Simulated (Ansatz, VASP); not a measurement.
**One calculation of Tl2CuO4, two programs**

```xyz
7
Lattice="-1.9669 1.9669 5.9339 1.9669 -1.9669 5.9339 1.9669 1.9669 -5.9339" Properties=species:S:1:pos:R:3 pbc="T T T"
Tl    0.0000    0.0000    4.1464
Tl    0.0000    0.0000    7.7214
Cu    0.0000    0.0000    0.0000
O     1.9669    0.0000    0.0000
O     0.0000    1.9669    0.0000
O     1.9669    0.0000    2.9669
O     0.0000    1.9669    2.9669
```

Alike in both runs: task single point; functional PBE; k mesh 10 × 10 × 10; occupations fermi-dirac, width 0.05 eV; no spin polarisation.

```csv
,VASP,Ansatz
version,VASP 6.6.1,Ansatz 0.2.0
potentials or method,"VASP PAW PBE potentials, release 64 (Tl_d, Cu, O)",Ansatz PAW
plane-wave cutoff (eV),520,420
valence electrons in the cell,61,69
```

VASP gave:

* gap on the k mesh at the Fermi level (eV): none
* pressure (GPa): 0.1
* traceless stress, the component that is largest in VASP (GPa): 0.59
* rms of the force components (eV/Å): 0.021

Problem. Estimate Ansatz's values.

Solution. gap on the k mesh at the Fermi level (eV): none; pressure (GPa): -0.2; traceless stress, the component that is largest in VASP (GPa): 0.88; rms of the force components (eV/Å): 0.030.

Atom by atom the forces differ by 0.009 eV/Å (rms over components). A gap of «none» marks a metal or a gap that the smearing closes. VASP's potentials hold 61 valence electrons a cell and Ansatz's 69, so a difference there can come from the potentials and not from the codes.

Spin-orbit coupling is off throughout.
